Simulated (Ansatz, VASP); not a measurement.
**YHg in VASP and in Ansatz**

```
CELL_PARAMETERS angstrom
3.68200 0.00000 0.00000
0.00000 3.68200 0.00000
0.00000 0.00000 3.68200
ATOMIC_POSITIONS crystal
Y 0.50000 0.50000 0.50000
Hg 0.00000 0.00000 0.00000
```

Alike in both runs: task single point; functional LDA; k mesh 14 × 14 × 14; occupations gaussian, width 0.15 eV; no spin polarisation.

|  | VASP | Ansatz |
| --- | --- | --- |
| version | VASP 6.6.1 | Ansatz 0.2.0 |
| potentials or method | VASP PAW LDA potentials, release 64 (Y_sv, Hg), cutoff 520 eV | scalar-relativistic, plane waves, PAW |
| valence electrons in the cell | 23 | 31 |

```csv
,VASP,Ansatz,Ansatz less VASP
gap on the k mesh at the Fermi level (eV),none,none,-
pressure (GPa),-3.3,-3.5,-0.20
```

LDA's correlation is that of Perdew and Zunger in VASP and of Perdew and Wang (1992) in Ansatz. A gap of «none» marks a metal or a gap that the smearing closes. VASP's potentials hold 23 valence electrons a cell and Ansatz's 31, so a difference there can come from the potentials and not from the codes.

Neither program's run includes spin-orbit coupling.
